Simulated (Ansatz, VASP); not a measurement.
GaSb: VASP beside Ansatz

The input POSCAR:

```
GaSb
1.0
    0.0000000000      3.0590000000      3.0590000000
    3.0590000000      0.0000000000      3.0590000000
    3.0590000000      3.0590000000      0.0000000000
Sb Ga
1 1
Direct
    0.7500000000      0.7500000000      0.7500000000
    0.0000000000      0.0000000000      0.0000000000
```

Contents of INCAR.step1:

```
SYSTEM = GaSb
PREC     = Accurate       ! precision mode
ENCUT    = 520            ! plane-wave cutoff, eV
EDIFF    = 1E-5           ! SCF threshold, eV
ISMEAR   = -1             ! smearing method
SIGMA    = 0.05           ! smearing width, eV
LREAL    = .FALSE.        ! projectors in reciprocal space
LASPH    = .TRUE.         ! aspherical terms in the spheres
NELM     = 60             ! most SCF steps
ALGO     = Normal         ! electronic algorithm
ISIF     = 2              ! what is computed and relaxed
LWAVE    = .TRUE.         ! write WAVECAR
LCHARG   = .FALSE.        ! write CHGCAR
NBANDS   = 16             ! bands
GGA      = PE             ! functional
```

INCAR.step2

```
SYSTEM = GaSb
PREC     = Accurate       ! precision mode
ENCUT    = 520            ! plane-wave cutoff, eV
EDIFF    = 1E-6           ! SCF threshold, eV
ISMEAR   = -1             ! smearing method
SIGMA    = 0.05           ! smearing width, eV
LREAL    = .FALSE.        ! projectors in reciprocal space
LASPH    = .TRUE.         ! aspherical terms in the spheres
NELM     = 60             ! most SCF steps
ALGO     = Normal         ! electronic algorithm
ISIF     = 2              ! what is computed and relaxed
LWAVE    = .FALSE.        ! write WAVECAR
LCHARG   = .FALSE.        ! write CHGCAR
METAGGA  = R2SCAN         ! meta-GGA
LHFCALC  = .TRUE.         ! exact exchange
AEXX     = 0.25           ! exact-exchange fraction
LMIXTAU  = .TRUE.       
PRECFOCK = Normal       
NBANDS   = 16             ! bands
ISTART   = 1
```

The input KPOINTS:

```
Automatic mesh
0
G
  4 4 4
  0 0 0
```

Contents of input.yaml:

```yaml
crystal:
  lattice:
    - [0.0, 3.059, 3.059]
    - [3.059, 0.0, 3.059]
    - [3.059, 3.059, 0.0]
  atoms:
    - { symbol: Sb, position: [0.75, 0.75, 0.75] }
    - { symbol: Ga, position: [0.0, 0.0, 0.0] }
hamiltonian:
  xc: r2scan0
  pseudopotentials: { kind: paw }
kpoints:
  mp_grid: { grid: [4, 4, 4] }
scf:
  occupations: { method: fermi_dirac, width: 0.05 }
output:
  forces: true
  stress: true
  eigenvalues: true
```

Alike in both runs: task single point; functional r2SCAN0; k mesh 4 × 4 × 4; occupations fermi-dirac, width 0.05 eV; no spin polarisation.

|  | VASP | Ansatz |
| --- | --- | --- |
| version | VASP 6.6.1 | Ansatz 0.2.0 |
| potentials or method | VASP PAW PBE potentials, release 64 (Sb, Ga_d) | Ansatz PAW |
| plane-wave cutoff (eV) | 520 | 500 |
| valence electrons in the cell | 18 | 28 |

Ansatz gave:

* gap on the k mesh at the Fermi level (eV): 1.73
* least direct gap on the mesh (eV): 1.73
* pressure (GPa): -0.5

**Question.** Estimate VASP's values.

**Answer.** gap on the k mesh at the Fermi level (eV): 1.81; least direct gap on the mesh (eV): 1.81; pressure (GPa): -1.1.

VASP's potentials were made for PBE, not for r2SCAN0. The functional is the same, so the differences come from potentials, cutoffs and numerics. VASP's potentials hold 18 valence electrons a cell and Ansatz's 28, so a difference there can come from the potentials and not from the codes.

The k mesh is coarse, so the values compare programs but aren't converged. Neither program's run includes spin-orbit coupling.
